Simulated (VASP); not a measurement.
# Ba (Im-3m) in VASP: further runs

The runs below take Ba through single point, relaxation of cell and atoms, with LDA.

Program: VASP 6.6.1. These are calculated values, not measurements. Logs are shortened: lines on timing, memory, paths and dates and some standing lists are left out, and cuts for length are marked.

## (1) The cell of the first run

It takes space group Im-3m (No. 229, cubic). Conventional cell: a = 4.764 Å, b = 4.764 Å, c = 4.764 Å, α = 90.00°, β = 90.00°, γ = 90.00°. Ba (site symmetry m-3m) has 14 Ba at 4.13 to 4.76 Å within 5.4 Å.

## (2) Single point, LDA

The input, INCAR:

```
PREC     = Accurate       # precision mode
ENCUT    = 520            # plane-wave cutoff, eV
EDIFF    = 1E-6           # SCF threshold, eV
ISMEAR   = -1             # smearing method
SIGMA    = 0.15           # smearing width, eV
LREAL    = F              # projectors in reciprocal space
LASPH    = T              # aspherical terms in the spheres
NELM     = 80             # most SCF steps
ALGO     = Normal         # electronic algorithm
ISIF     = 2              # what is computed and relaxed
LWAVE    = F              # write WAVECAR
LCHARG   = F              # write CHGCAR
NBANDS   = 11             # bands
```

The input, KPOINTS:

```
Automatic mesh
0
Gamma
  18 18 18
```

The input, POSCAR:

```
Ba
1.0
   -2.3819503641      2.3819503641      2.3819503641
    2.3819503641     -2.3819503641      2.3819503641
    2.3819503641      2.3819503641     -2.3819503641
Ba
1
Direct
    0.0000000000      0.0000000000      0.0000000000
```

Potentials or basis: VASP PAW LDA potentials, release 64 (Ba_sv).

The run is started by

```console
> cat potpaw_LDA.64/Ba_sv/POTCAR > POTCAR
> mpirun -np 1 vasp_std > vasp.out
```

OUTCAR:

```text
PREC = Accurate
   ENCUT = 520
   EDIFF = 1E-6
   ISMEAR = -1
   LREAL = F
   LASPH = T
   NELM = 80
   ISIF = 2

 ion  position               nearest neighbor table
   1  0.000  0.000  0.000-

  LATTYP: Found a body centered cubic cell.
 ALAT       =     4.7639007282

  Lattice vectors:

 A1 = (  -2.3819503641,   2.3819503641,   2.3819503641)
 A2 = (   2.3819503641,  -2.3819503641,   2.3819503641)
 A3 = (   2.3819503641,   2.3819503641,  -2.3819503641)

Analysis of symmetry for initial positions (statically):
=====================================================================
 Subroutine PRICEL returns:
 Original cell was already a primitive cell.

 Routine SETGRP: Setting up the symmetry group for a
 body centered cubic supercell.

 Subroutine GETGRP returns: Found 48 space group operations
 (whereof 48 operations were pure point group operations)
 out of a pool of 48 trial point group operations.

The static configuration has the point symmetry O_h .

Analysis of symmetry for dynamics (positions and initial velocities):
=====================================================================
 Subroutine PRICEL returns:
 Original cell was already a primitive cell.

 Routine SETGRP: Setting up the symmetry group for a
 body centered cubic supercell.

 Subroutine GETGRP returns: Found 48 space group operations
 (whereof 48 operations were pure point group operations)
 out of a pool of 48 trial point group operations.

The dynamic configuration has the point symmetry O_h .

 Subroutine INISYM returns: Found 48 space group operations
 (whereof 48 operations are pure point group operations),
 and found     1 'primitive' translations

----------------------------------------------------------------------------------------

                                     Primitive cell

  volume of cell :      54.0578

  direct lattice vectors                    reciprocal lattice vectors
    -2.381950364  2.381950364  2.381950364     0.000000000  0.209912015  0.209912015
     2.381950364 -2.381950364  2.381950364     0.209912015  0.000000000  0.209912015
     2.381950364  2.381950364 -2.381950364     0.209912015  0.209912015  0.000000000

  length of vectors
     4.125659052  4.125659052  4.125659052     0.296860418  0.296860418  0.296860418

  position of ions in fractional coordinates (direct lattice)
     0.000000000  0.000000000  0.000000000

  ion indices of the primitive-cell ions
   primitive index   ion index
                 1           1

----------------------------------------------------------------------------------------

 KPOINTS: Automatic mesh

Automatic generation of k-mesh.
 Grid dimensions read from file:
 generate k-points for:   18   18   18

 Generating k-lattice:

  Cartesian coordinates                     Fractional coordinates (reciprocal lattice)
     0.000000000  0.011661779  0.011661779     0.055555556  0.000000000  0.000000000
     0.011661779  0.000000000  0.011661779     0.000000000  0.055555556  0.000000000
     0.011661779  0.011661779  0.000000000     0.000000000  0.000000000  0.055555556

  Length of vectors
     0.016492245  0.016492245  0.016492245

  Shift w.r.t. Gamma in fractional coordinates (k-lattice)
     0.000000000  0.000000000  0.000000000

 Subroutine IBZKPT returns following result:
 ===========================================

 Found    195 irreducible k-points:

 Following reciprocal coordinates:
            Coordinates               Weight
  0.000000  0.000000  0.000000      1.000000
  0.055556  0.000000  0.000000     12.000000
  0.111111  0.000000  0.000000     12.000000
  0.166667  0.000000  0.000000     12.000000
  0.222222  0.000000  0.000000     12.000000
  0.277778  0.000000  0.000000     12.000000
[... 16 lines left out ...]
  0.333333  0.111111  0.000000     48.000000
  0.388889  0.111111  0.000000     48.000000
 [... further k-points ...]
   k-points           NKPTS =    195   k-points in BZ     NKDIM =    195   number of bands    NBANDS=     11
   number of dos      NEDOS =    301   number of ions     NIONS =      1
   total plane-waves  NPLWV =  32768
   dimension x,y,z NGX =    32 NGY =   32 NGZ =   32
   dimension x,y,z NGXF=    64 NGYF=   64 NGZF=   64
   ions per type =               1
   NGX,Y,Z   is equivalent  to a cutoff of  12.89, 12.89, 12.89 a.u.
   NGXF,Y,Z  is equivalent  to a cutoff of  25.79, 25.79, 25.79 a.u.
 SYSTEM =  unknown system
   PREC   = accura    normal or accurate (medium, high low for compatibility)
   ISTART =      0    job   : 0-new  1-cont  2-samecut
   ICHARG =      2    charge: 1-file 2-atom 10-const
   ISPIN  =      1    spin polarized calculation?
   LNONCOLLINEAR =      F non collinear calculations
   LSORBIT =      F    spin-orbit coupling
   LASPH  =      T    aspherical Exc in radial PAW
   ENCUT  =  520.0 eV  38.22 Ry    6.18 a.u.   7.67  7.67  7.67*2*pi/ulx,y,z
   NELM   =     80;   NELMIN=  2; NELMDL= -5     # of ELM steps
   EDIFF  = 0.1E-05   stopping-criterion for ELM
   LREAL  =      F    real-space projection
   EDIFFG = 0.1E-04   stopping-criterion for IOM
   NSW    =      0    number of steps for IOM
   IBRION =     -1    ionic relax: 0-MD 1-quasi-New 2-CG
   NFREE  =      0    steps in history (QN), initial steepest desc. (CG)
   ISIF   =      2    stress and relaxation
   ISYM   =      2    0-nonsym 1-usesym 2-fastsym
   POTIM  = 0.5000    time-step for ionic-motion
   TEBEG  =    0.0;   TEEND  =   0.0 temperature during run
   PSTRESS=    0.0 pullay stress
   NELECT =      10.0000    total number of electrons
   NUPDOWN=      -1.0000    fix difference up-down
   EMIN   =  10.00;   EMAX   =-10.00  energy-range for DOS
   EFERMI =   0.00;   METHOD = LEGACY
   ISMEAR =    -1;   SIGMA  =   0.15  broadening in eV -4-tet -1-fermi 0-gaus
   EFERMI_NEDOS =   21; number of points for ismear=-14 and -15
   IALGO  =     38    algorithm
   IMIX   =      4    mixing-type and parameters
     AMIX     =   0.40;   BMIX     =  1.00
     AMIX_MAG =   1.60;   BMIX_MAG =  1.00
  volume/ion in A,a.u.               =      54.06       364.80
  Fermi-wavevector in a.u.,A,eV,Ry     =   0.932801  1.762737 11.838659  0.870117
  Thomas-Fermi vector in A             =   2.059436
   LORBIT       =      0    0 simple, 1 ext, 2 COOP (PROOUT), +10 PAW based schemes
   GGA     = CA    functional components
   LHFCALC =     F    Hartree Fock is set to
   AEXX    =    0.0000 exact exchange contribution
   IVDW    =     0    specifies the selected vdW correction
   LEPSILON=     F    determine dielectric tensor
   LRPA    =     F    only Hartree local field effects (RPA)
 non-spin polarized calculation
  energy-cutoff  :      520.00
  volume of cell :       54.06
 maximum number of plane-waves:      1484
   NGX = 15   NGY = 15   NGZ = 15

 number of electron      10.0000000 magnetization

 number of electron       9.9999999 magnetization

 Free energy of the ion-electron system (eV)
  ---------------------------------------------------
  ext. energy  EPLUGINS =         0.00000000
  ---------------------------------------------------
  free energy    TOTEN  =        -2.29661342 eV

  energy without entropy =       -2.19445846  energy(sigma->0) =       -2.24553594

 E-fermi :   1.9935     XC(G=0):  -8.1285

 val. band max:        1.9886152929   @ k =   0.3333   0.2778   0.0556
 cond. band min:       1.9952836935   @ k =  -0.3889   0.5000   0.2222
 fundamental gap:      0.0066684006
 Fermi energy:         1.9934655013

 k-point     1 :       0.0000    0.0000    0.0000
  band No.  band energies     occupation
      1     -26.6149      2.00000
      2     -11.4588      2.00000
      3     -11.4588      2.00000
      4     -11.4588      2.00000
      5      -0.8429      2.00000
      6       3.8885      0.00001
      7       3.8885      0.00001
      8       3.8885      0.00001
      9       5.5723      0.00000
     10       5.5723      0.00000
     11       9.3845      0.00000

 k-point     2 :       0.0556    0.0000    0.0000
  band No.  band energies     occupation
      1     -26.6124      2.00000
      2     -11.4842      2.00000
      3     -11.4663      2.00000
      4     -11.4590      2.00000
      5      -0.7716      2.00000
      6       3.8302      0.00001
      7       3.8641      0.00001
      8       3.9601      0.00000
      9       5.4607      0.00000
     10       5.5649      0.00000
     11       9.4688      0.00000

 k-point     3 :       0.1111    0.0000    0.0000
  band No.  band energies     occupation
      1     -26.6050      2.00000
      2     -11.5564      2.00000
      3     -11.4877      2.00000
      4     -11.4597      2.00000
      5      -0.5661      2.00000
      6       3.6735      0.00003
      7       3.7658      0.00001
      8       4.1730      0.00000
      9       5.2579      0.00000
     10       5.5516      0.00000
     11       9.6954      0.00000

 k-point     4 :       0.1667    0.0000    0.0000
  band No.  band energies     occupation
      1     -26.5938      2.00000
      2     -11.6640      2.00000
      3     -11.5203      2.00000
      4     -11.4608      2.00000
      5      -0.2516      2.00000
      6       3.4588      0.00011
      7       3.5646      0.00006
      8       4.5222      0.00000
      9       5.1608      0.00000
     10       5.5529      0.00000
     11       9.9676      0.00000
[... 239 lines left out ...]
 k-point    22 :       0.2778    0.1111    0.0000
  band No.  band energies     occupation
      1     -26.5474      2.00000
      2     -12.0388      2.00000
      3     -11.6564      2.00000
      4     -11.4966      2.00000
      5       0.9682      1.99785
      6       2.7874      0.01000
      7       3.0312      0.00198
      8       5.2540      0.00000
      9       6.0827      0.00000
     10       6.5189      0.00000
     11       9.3713      0.00000

 k-point    23 :       0.3333    0.1111    0.0000
  band No.  band energies     occupation
      1     -26.5366      2.00000
      2     -12.1182      2.00000
      3     -11.6943      2.00000
      4     -11.4986      2.00000
      5       1.1126      1.99438
      6       2.6840      0.01983
      7       3.1972      0.00065
      8       5.4059      0.00000
      9       6.1615      0.00000
     10       7.2111      0.00000
     11       9.0143      0.00000

 k-point    24 :       0.3889    0.1111    0.0000
  band No.  band energies     occupation
      1     -26.5296      2.00000
      2     -12.1690      2.00000
      3     -11.7191      2.00000
      4     -11.4998      2.00000
      5       1.1500      1.99280
      6       2.6172      0.03079
      7       3.4472      0.00012
      8       5.4413      0.00000
      9       6.2686      0.00000
     10       7.8470      0.00000
     11       8.7838      0.00000

 [... further k-points ...]

------------------------ aborting loop because EDIFF is reached ----------------------------------------

  FORCE on cell =-STRESS in cart. coord.  units (eV):
  Direction    XX          YY          ZZ          XY          YZ          ZX
  --------------------------------------------------------------------------------------
  -------------------------------------------------------------------------------------
  Total        0.0308732      0.0308732      0.0308732      0.0000000      0.0000000      0.0000000
  in kB        0.9150261      0.9150261      0.9150261      0.0000000      0.0000000      0.0000000
  external PRESSURE =       0.9150261 kB  Pullay stress =       0.0000000 kB

 VOLUME and BASIS-vectors are now :
 -----------------------------------------------------------------------------
  energy-cutoff  :      520.00
  volume of cell :       54.06
      direct lattice vectors                 reciprocal lattice vectors
    -2.381950364  2.381950364  2.381950364     0.000000000  0.209912015  0.209912015
     2.381950364 -2.381950364  2.381950364     0.209912015  0.000000000  0.209912015
     2.381950364  2.381950364 -2.381950364     0.209912015  0.209912015  0.000000000

 POSITION                                       TOTAL-FORCE (eV/Angst)
 -----------------------------------------------------------------------------------
      0.00000      0.00000      0.00000        -0.000000     -0.000000      0.000000
 -----------------------------------------------------------------------------------
    total drift:                                0.000000      0.000000     -0.000000

  FREE ENERGIE OF THE ION-ELECTRON SYSTEM (eV)
  ---------------------------------------------------
  free  energy   TOTEN  =        -2.2966134155 eV

  energy  without entropy=       -2.1944584565  energy(sigma->0) =       -2.24553594
```

Run time: 30 s. Hardware: 1 thread of Oxide Virtual Turin-like, shared host; peak memory 0.21 GiB.

Results:

| Item | Value |
| --- | --- |
| Free energy | -2.2966 eV |
| Pressure | 0.1 GPa |
| Band gap on the k mesh | zero (bands 5 and 6 overlap by 1.37 eV) |

Levels at points of the mesh, in eV from the Fermi level:
```csv
k point,band 1,band 2,band 3,band 4,band 5,band 6,band 7,band 8,band 9,band 10
"(0.00, 0.00, 0.00)",-28.61,-13.45,-13.45,-13.45,-2.84,1.90,1.90,1.90,3.58,3.58
"(0.50, 0.00, 0.00)",-28.52,-14.21,-13.69,-13.46,-1.05,0.57,1.83,3.58,4.25,6.03
"(0.50, 0.50, 0.50)",-28.46,-13.97,-13.97,-13.97,-0.80,-0.80,5.14,5.14,5.14,5.41
```

Caveat: spin-orbit coupling is left out, which moves the levels of the heavy elements.

## (3) Relaxation of cell and atoms, LDA

This run uses another cell than the first one, of 53.82 Å³/atom.

The input, INCAR:

```
SYSTEM = Ba
PREC = Accurate
ENCUT = 600
EDIFF = 1E-6
ISMEAR = 0
SIGMA = 0.1
LREAL = .False.
LASPH = .True.
NELM = 80
ALGO = Fast
ISIF = 3
LWAVE = .False.
LCHARG = .False.
IBRION = 2
NSW = 100
EDIFFG = -0.002
```

The input, KPOINTS:

```
regular mesh
0
Gamma
  18 18 18
  0 0 0
```

The input, POSCAR:

```
Ba
1.0
   -2.3784668516      2.3784668516      2.3784668516
    2.3784668516     -2.3784668516      2.3784668516
    2.3784668516      2.3784668516     -2.3784668516
Ba
1
Direct
    0.0000000000      0.0000000000      0.0000000000
```

Potentials or basis: VASP PAW LDA potentials, release 64 (Ba_sv).

The run is started by

```console
> cat potpaw_LDA.64/Ba_sv/POTCAR > POTCAR
> mpirun -np 1 vasp_std > vasp.out
```

It took 4.2 min on 1 thread of Oxide Virtual Turin-like, shared host; peak memory 0.24 GiB.

It converged, with:

* Free energy: -2.2530 eV
* Relaxed volume: 54.17 Å³/atom
* Relaxed cell: a = 4.128 Å, b = 4.128 Å, c = 4.128 Å, α = 109.47°, β = 109.47°, γ = 109.47°
* Space group after relaxing (to 0.1 Å): Im-3m (No. 229)
* Energy gained by relaxing: 0.1 meV/atom
* Ionic steps: 4
* Pressure after relaxing: 0.0 GPa
* Band gap on the k mesh: zero (bands 5 and 6 overlap by 1.36 eV)

The path:
```tsv
step	energy change (eV)	largest force (eV/Å)	pressure (GPa)	volume (Å³)
1	0.0000	0.0000	0.08	53.82
2	-0.0001	0.0000	0.03	54.03
3	-0.0001	0.0000	0.04	54.08
4	-0.0001	0.0000	0.00	54.17
```

Final structure:
```
Ba
1.0
    -2.38353    2.38353    2.38353
     2.38353   -2.38353    2.38353
     2.38353    2.38353   -2.38353
Ba
1
Cartesian
  4.7671 0.0000 0.0000
```

Levels at points of the mesh, in eV from the Fermi level:
```csv
k point,band 3,band 4,band 5,band 6,band 7,band 8
"(0.00, 0.00, 0.00)",-13.42,-13.42,-2.79,1.93,1.93,1.93
"(0.50, 0.00, 0.00)",-13.66,-13.43,-1.01,0.62,1.86,3.62
"(0.50, 0.50, 0.50)",-13.93,-13.93,-0.75,-0.75,5.17,5.17
```

Caveat: spin-orbit coupling is left out, which moves the levels of the heavy elements.
